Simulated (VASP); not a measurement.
CsI: single point with PBE

Crystal: CsI.

```xyz
2
Lattice="4.6024 0.0000 0.0000 0.0000 4.6024 0.0000 0.0000 0.0000 4.6024" Properties=species:S:1:pos:R:3 pbc="T T T"
Cs    0.0000    0.0000    0.0000
I     2.3012    2.3012    2.3012
```

```json
{
  "Program": "VASP 6.6.1",
  "Task": "single point",
  "Functional": "PBE",
  "Potentials or basis": "VASP PAW PBE potentials, release 64 (Cs_sv, I)",
  "Cutoff": "500 eV",
  "k mesh": "8 × 8 × 8",
  "Occupations": "gaussian, width 0.05 eV",
  "Spin": "no spin polarisation"
}
```

```
Pressure               : 0.5 GPa
Band gap on the k mesh : 3.80 eV (least direct gap 3.89 eV)
```

Levels at points of the mesh, in eV from the valence-band top:
```
           k point  band 6  band 7  band 8  band 9  band 10  band 11
(0.00, 0.00, 0.00)   -0.09   -0.09   -0.09    3.80     4.21     4.21
(0.50, 0.00, 0.00)   -1.51   -0.23   -0.23    5.21     6.39     6.62
(0.50, 0.50, 0.00)   -0.84   -0.84    0.00    4.25     4.91     6.09
(0.50, 0.50, 0.50)   -1.25   -1.25   -1.25    7.10     7.10     7.10
```

Wall time 53 s on 1 thread of Intel Xeon 8259CL, with other jobs on the host, peak memory 0.23 GiB.

Caveat: spin-orbit coupling is left out, which moves the levels of the heavy elements. A k mesh can miss the band edges.
